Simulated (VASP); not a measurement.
A run of VASP 6.6.1:

File INCAR:

```
SYSTEM = BaP
PREC = Accurate ; ENCUT = 520
EDIFF = 1E-6 ; ISMEAR = 0
SIGMA = 0.1 ; LREAL = .FALSE.
LASPH = .TRUE. ; NELM = 100
ALGO = Fast ; ISIF = 2
LWAVE = .FALSE. ; LCHARG = .FALSE.
GGA = PE ; NBANDS = 14
```

File KPOINTS:

```
regular mesh
0
G
  12 12 10
  0 0 0
```

File POSCAR:

```
BaP
1.0
    7.6954698761      0.0000000000      0.0000000000
   -3.8477349381      6.6644724068      0.0000000000
    0.0000000000      0.0000000000      5.5191298133
Ba P
1 1
Direct
    0.0000000000      0.0000000000      0.0000000000
    0.0000000000      0.0000000000      0.5000000000
```

Potentials or basis: VASP PAW PBE potentials, release 64 (Ba_sv, P).

Launch:

```sh
$ cat potpaw_PBE.64/Ba_sv/POTCAR potpaw_PBE.64/P/POTCAR > POTCAR
$ mpirun -np 1 vasp_std > vasp.out
```

Hardware: 1 thread of Oxide Virtual Turin-like Processor, on a shared host.

Estimate the wall time of this run.

It took 15 min on 1 thread of Oxide Virtual Turin-like Processor, on a shared host, peak memory 0.69 GiB. Counts: scf iterations 19, k points 114.
